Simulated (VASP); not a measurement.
# TiAl (Pm-3m) in VASP: notebook, part 2 of 2

VASP 6.6.1.

## 3. Single point, PBE (volume scaled by 1.03)

Input file INCAR:

```
PREC = Accurate
ENCUT = 520
EDIFF = 1E-6
ISMEAR = 0
SIGMA = 0.1
LREAL = False
LASPH = True
NELM = 100
ALGO = Fast
ISIF = 2
LWAVE = False
LCHARG = False
GGA = PE
NBANDS = 14
```

Input file KPOINTS:

```
regular mesh
0
Gamma
  14 14 14
```

Input file POSCAR:

```
TiAl
1.0
    3.2178532959      0.0000000000      0.0000000000
    0.0000000000      3.2178532959      0.0000000000
    0.0000000000      0.0000000000      3.2178532959
Ti Al
1 1
Direct
    0.5000000000      0.5000000000      0.5000000000
    0.0000000000      0.0000000000      0.0000000000
```

Potentials or basis: VASP PAW PBE potentials, release 64 (Ti_sv, Al).

Started as:

```console
cat potpaw_PBE.64/Ti_sv/POTCAR potpaw_PBE.64/Al/POTCAR > POTCAR
mpirun -np 1 vasp_std > vasp.out
```

OUTCAR:

```text
PREC = Accurate
   ENCUT = 520
   EDIFF = 1E-6
   ISMEAR = 0
   LREAL = False
   LASPH = True
   NELM = 100
   ISIF = 2
   GGA = PE

 ion  position               nearest neighbor table
   1  0.500  0.500  0.500-   2 2.79   2 2.79   2 2.79   2 2.79   2 2.79   2 2.79   2 2.79   2 2.79

   2  0.000  0.000  0.000-   1 2.79   1 2.79   1 2.79   1 2.79   1 2.79   1 2.79   1 2.79   1 2.79

  LATTYP: Found a simple cubic cell.
 ALAT       =     3.2178532959

  Lattice vectors:

 A1 = (   3.2178532959,   0.0000000000,   0.0000000000)
 A2 = (   0.0000000000,   3.2178532959,   0.0000000000)
 A3 = (   0.0000000000,   0.0000000000,   3.2178532959)

Analysis of symmetry for initial positions (statically):
=====================================================================
 Subroutine PRICEL returns:
 Original cell was already a primitive cell.

 Routine SETGRP: Setting up the symmetry group for a
 simple cubic supercell.

 Subroutine GETGRP returns: Found 48 space group operations
 (whereof 48 operations were pure point group operations)
 out of a pool of 48 trial point group operations.

The static configuration has the point symmetry O_h .

Analysis of symmetry for dynamics (positions and initial velocities):
=====================================================================
 Subroutine PRICEL returns:
 Original cell was already a primitive cell.

 Routine SETGRP: Setting up the symmetry group for a
 simple cubic supercell.

 Subroutine GETGRP returns: Found 48 space group operations
 (whereof 48 operations were pure point group operations)
 out of a pool of 48 trial point group operations.

The dynamic configuration has the point symmetry O_h .

 Subroutine INISYM returns: Found 48 space group operations
 (whereof 48 operations are pure point group operations),
 and found     1 'primitive' translations

----------------------------------------------------------------------------------------

                                     Primitive cell

  volume of cell :      33.3195

  direct lattice vectors                    reciprocal lattice vectors
     3.217853296  0.000000000  0.000000000     0.310766187  0.000000000  0.000000000
     0.000000000  3.217853296  0.000000000     0.000000000  0.310766187  0.000000000
     0.000000000  0.000000000  3.217853296     0.000000000  0.000000000  0.310766187

  length of vectors
     3.217853296  3.217853296  3.217853296     0.310766187  0.310766187  0.310766187

  position of ions in fractional coordinates (direct lattice)
     0.500000000  0.500000000  0.500000000
     0.000000000  0.000000000  0.000000000

  ion indices of the primitive-cell ions
   primitive index   ion index
                 1           1
                 2           2

----------------------------------------------------------------------------------------

 KPOINTS: regular mesh

Automatic generation of k-mesh.
 Grid dimensions read from file:
 generate k-points for:   14   14   14

 Generating k-lattice:

  Cartesian coordinates                     Fractional coordinates (reciprocal lattice)
     0.022197585  0.000000000  0.000000000     0.071428571  0.000000000  0.000000000
[... 42 lines left out ...]
   number of dos      NEDOS =    301   number of ions     NIONS =      2
   total plane-waves  NPLWV =  13824
   dimension x,y,z NGX =    24 NGY =   24 NGZ =   24
   dimension x,y,z NGXF=    48 NGYF=   48 NGZF=   48
   ions per type =               1   1
   NGX,Y,Z   is equivalent  to a cutoff of  12.40, 12.40, 12.40 a.u.
   NGXF,Y,Z  is equivalent  to a cutoff of  24.80, 24.80, 24.80 a.u.
 SYSTEM =  unknown system
   PREC   = accura    normal or accurate (medium, high low for compatibility)
   ISTART =      0    job   : 0-new  1-cont  2-samecut
   ICHARG =      2    charge: 1-file 2-atom 10-const
   ISPIN  =      1    spin polarized calculation?
   LNONCOLLINEAR =      F non collinear calculations
   LSORBIT =      F    spin-orbit coupling
   LASPH  =      T    aspherical Exc in radial PAW
   ENCUT  =  520.0 eV  38.22 Ry    6.18 a.u.   5.98  5.98  5.98*2*pi/ulx,y,z
   NELM   =    100;   NELMIN=  2; NELMDL= -5     # of ELM steps
   EDIFF  = 0.1E-05   stopping-criterion for ELM
   LREAL  =      F    real-space projection
   EDIFFG = 0.1E-04   stopping-criterion for IOM
   NSW    =      0    number of steps for IOM
   IBRION =     -1    ionic relax: 0-MD 1-quasi-New 2-CG
   NFREE  =      0    steps in history (QN), initial steepest desc. (CG)
   ISIF   =      2    stress and relaxation
   ISYM   =      2    0-nonsym 1-usesym 2-fastsym
   POTIM  = 0.5000    time-step for ionic-motion
   TEBEG  =    0.0;   TEEND  =   0.0 temperature during run
   PSTRESS=    0.0 pullay stress
   NELECT =      15.0000    total number of electrons
   NUPDOWN=      -1.0000    fix difference up-down
   EMIN   =  10.00;   EMAX   =-10.00  energy-range for DOS
   EFERMI =   0.00;   METHOD = LEGACY
   ISMEAR =     0;   SIGMA  =   0.10  broadening in eV -4-tet -1-fermi 0-gaus
   EFERMI_NEDOS =   21; number of points for ismear=-14 and -15
   IALGO  =     68    algorithm
   IMIX   =      4    mixing-type and parameters
     AMIX     =   0.40;   BMIX     =  1.00
     AMIX_MAG =   1.60;   BMIX_MAG =  1.00
  volume/ion in A,a.u.               =      16.66       112.43
  Fermi-wavevector in a.u.,A,eV,Ry     =   1.254697  2.371034 21.419185  1.574266
  Thomas-Fermi vector in A             =   2.388490
   LORBIT       =      0    0 simple, 1 ext, 2 COOP (PROOUT), +10 PAW based schemes
   GGA     = PE    functional components
   LHFCALC =     F    Hartree Fock is set to
   AEXX    =    0.0000 exact exchange contribution
   IVDW    =     0    specifies the selected vdW correction
   LEPSILON=     F    determine dielectric tensor
   LRPA    =     F    only Hartree local field effects (RPA)
 non-spin polarized calculation
 RMM-DIIS sequential band-by-band and
 Gauss-broadening in eV      SIGMA  =   0.10
  energy-cutoff  :      520.00
  volume of cell :       33.32
 maximum number of plane-waves:       916
 NGX is ok and might be reduce to    24
   NGX = 11   NGY = 11   NGZ = 11

 number of electron      14.9999997 magnetization

 Free energy of the ion-electron system (eV)
  ---------------------------------------------------
  ext. energy  EPLUGINS =         0.00000000
  ---------------------------------------------------
  free energy    TOTEN  =       -12.10661714 eV

  energy without entropy =      -12.09395358  energy(sigma->0) =      -12.10028536

 E-fermi :   8.4040     XC(G=0): -10.9316

 val. band max:        8.3918889442   @ k =   0.4286   0.0714   0.0714
 cond. band min:       8.4089791812   @ k =   0.2857   0.2857   0.0000
 fundamental gap:      0.0170902371
 Fermi energy:         8.4040193398

 k-point     1 :       0.0000    0.0000    0.0000
  band No.  band energies     occupation
      1     -48.5769      2.00000
      2     -24.7804      2.00000
      3     -24.7804      2.00000
      4     -24.7804      2.00000
      5      -0.7182      2.00000
      6       7.0379      2.00000
      7       7.0379      2.00000
      8      10.1174      0.00000
      9      10.1174      0.00000
     10      10.1174      0.00000
     11      12.6382      0.00000
     12      12.6382      0.00000
     13      12.6382      0.00000
     14      16.9879      0.00000
[... 377 lines left out ...]
      1     -48.5621      2.00000
      2     -24.8939      2.00000
      3     -24.8255      2.00000
      4     -24.7647      2.00000
      5       1.7090      2.00000
      6       5.2826      2.00000
      7       7.2659      2.00000
      8       8.3497      1.55767
      9       8.9181      0.00000
     10       9.7051      0.00000
     11      11.1595      0.00000
     12      13.1969      0.00000
     13      15.7500      0.00000
     14      16.2808      0.00000

 [... further k-points ...]

------------------------ aborting loop because EDIFF is reached ----------------------------------------

  FORCE on cell =-STRESS in cart. coord.  units (eV):
  Direction    XX          YY          ZZ          XY          YZ          ZX
  --------------------------------------------------------------------------------------
  -------------------------------------------------------------------------------------
  Total       -0.6516444     -0.6516444     -0.6516444      0.0000000      0.0000000     -0.0000000
  in kB      -31.3344814    -31.3344814    -31.3344814      0.0000000      0.0000000     -0.0000000
  external PRESSURE =     -31.3344814 kB  Pullay stress =       0.0000000 kB

 VOLUME and BASIS-vectors are now :
 -----------------------------------------------------------------------------
  energy-cutoff  :      520.00
  volume of cell :       33.32
      direct lattice vectors                 reciprocal lattice vectors
     3.217853296  0.000000000  0.000000000     0.310766187  0.000000000  0.000000000
     0.000000000  3.217853296  0.000000000     0.000000000  0.310766187  0.000000000
     0.000000000  0.000000000  3.217853296     0.000000000  0.000000000  0.310766187

 POSITION                                       TOTAL-FORCE (eV/Angst)
 -----------------------------------------------------------------------------------
      1.60893      1.60893      1.60893         0.000000      0.000000      0.000000
      0.00000      0.00000      0.00000         0.000000      0.000000      0.000000
 -----------------------------------------------------------------------------------
    total drift:                                0.000000      0.000000     -0.000000

  FREE ENERGIE OF THE ION-ELECTRON SYSTEM (eV)
  ---------------------------------------------------
  free  energy   TOTEN  =       -12.1066171357 eV

  energy  without entropy=      -12.0939535776  energy(sigma->0) =      -12.10028536
```

Run time: 2.1 min. Hardware: 1 thread of AMD EPYC 7R13, shared host; peak memory 0.15 GiB.

Results:

```
Free energy : -12.1066 eV
Pressure    : -3.1 GPa
```

## 4. Single point, PBE (volume scaled by 1.06)

Input file INCAR:

```
PREC = Accurate
ENCUT = 520
EDIFF = 1E-6
ISMEAR = 0
SIGMA = 0.1
LREAL = False
LASPH = True
NELM = 60
ALGO = Normal
ISIF = 2
LWAVE = False
LCHARG = True
GGA = PE
LELF = True
LVHAR = True
NBANDS = 14
```

Input file KPOINTS:

```
Automatic mesh
0
Gamma
  14 14 14
```

Input file POSCAR:

```
TiAl
1.0
    3.2487960911      0.0000000000      0.0000000000
    0.0000000000      3.2487960911      0.0000000000
    0.0000000000      0.0000000000      3.2487960911
Ti Al
1 1
Direct
    0.5000000000      0.5000000000      0.5000000000
    0.0000000000      0.0000000000      0.0000000000
```

Started as:

```console
cat potpaw_PBE.64/Ti_sv/POTCAR potpaw_PBE.64/Al/POTCAR > POTCAR
mpirun -np 1 vasp_std > vasp.out
```

It took 60 s on 1 thread of AMD EPYC 7R13, shared host; peak memory 0.15 GiB.

The run converged. Its results:

| Item | Value |
| --- | --- |
| Free energy | -12.0796 eV |
| Pressure | -5.8 GPa |

Levels at points of the mesh, in eV from the Fermi level:
```
           k point  band 5  band 6  band 7  band 8  band 9  band 10
(0.00, 0.00, 0.00)   -8.99   -1.30   -1.30    1.65    1.65     1.65
(0.50, 0.00, 0.00)   -5.95   -5.01   -0.50    0.13    0.13     1.83
(0.50, 0.50, 0.00)   -4.85   -2.08   -2.08   -1.40    0.67     0.67
(0.50, 0.50, 0.50)   -2.90   -2.90   -2.90    0.26    2.54     2.54
```

## 5. Overview

| cell | gap on the mesh (eV) | pressure (GPa) |
| --- | --- | --- |
| a = 3.154 Å, 2 atoms | none | 3.5 |
| a = 3.218 Å, 2 atoms | none | -3.1 |
| a = 3.249 Å, 2 atoms | none | -5.8 |

Alike in all rows: task single point; level PBE; potentials or basis VASP PAW PBE potentials, release 64 (Ti_sv, Al); no spin polarisation; k mesh 14 × 14 × 14; cutoff (eV) 520; smearing gaussian 0.1 eV.

Total energies depend on the potentials used, so only differences within one code and one set of settings carry meaning.
